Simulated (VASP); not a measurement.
Input of a VASP 6.6.1 run:

INCAR

```
SYSTEM = BaZrO3
PREC = Accurate ; ENCUT = 520
EDIFF = 1E-7 ; ISMEAR = -1
SIGMA = 0.05 ; LREAL = .False.
LASPH = .True. ; NELM = 60
ALGO = Normal ; ISIF = 2
LWAVE = .False. ; LCHARG = .True.
GGA = PS ; LELF = .True.
LVHAR = .True. ; NBANDS = 28
```

File KPOINTS:

```
Automatic mesh
0
Gamma
  6 6 6
  0 0 0
```

File POSCAR:

```
BaZrO3
1.0
    4.2464955356      0.0000000000      0.0000000000
    0.0000000000      4.2464955356      0.0000000000
    0.0000000000      0.0000000000      4.2464955356
Ba Zr O
1 1 3
Direct
    0.0000000000      0.0000000000      0.0000000000
    0.5000000000      0.5000000000      0.5000000000
    0.5000000000      0.5000000000      0.0000000000
    0.5000000000      0.0000000000      0.5000000000
    0.0000000000      0.5000000000      0.5000000000
```

Potentials or basis: VASP PAW PBE potentials, release 64 (Ba_sv, Zr_sv, O).

Launch:

```bash
$ cat potpaw_PBE.64/Ba_sv/POTCAR potpaw_PBE.64/Zr_sv/POTCAR potpaw_PBE.64/O/POTCAR > POTCAR
$ mpirun -np 1 vasp_std > vasp.out
```

Task: Predict the band gap on the k mesh.

Result: 3.02 eV (least direct gap 3.29 eV).

Task: Predict the pressure.

Result: -5.9 GPa.

Caveat: the cell stands under tension; the PAW data sets were made with another functional, which shifts forces and pressure a little; spin-orbit coupling is left out, which moves the levels of the heavy elements. A k mesh can miss the band edges.
